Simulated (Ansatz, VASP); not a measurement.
## Two plane-wave programs on Si

```
Si
1.0
     0.00000    2.72212    2.72212
     2.72212    0.00000    2.72212
     2.72212    2.72212    0.00000
Si
2
Direct
  0.25000 0.25000 0.25000
  0.00000 0.00000 0.00000
```

Alike in both runs: task single point; functional r2SCANh; k mesh 6 × 6 × 6; no spin polarisation.

```csv
,VASP,Ansatz
version,VASP 6.6.1,Ansatz 0.2.0
potentials or method,"VASP PAW PBE potentials, release 64 (Si)","plane waves, PAW"
plane-wave cutoff (eV),520,500
occupations,"gaussian, width 0.01 eV",fixed
valence electrons in the cell,8,8
```

|  | VASP | Ansatz | Ansatz less VASP |
| --- | --- | --- | --- |
| gap on the k mesh at the Fermi level (eV) | 1.38 | 1.35 | -0.028 |
| pressure (GPa) | -0.7 | -0.4 | +0.33 |

VASP's potentials were made for PBE, not for r2SCANh. Ansatz's warnings: stress exchange threshold loose, stress scf threshold loose.
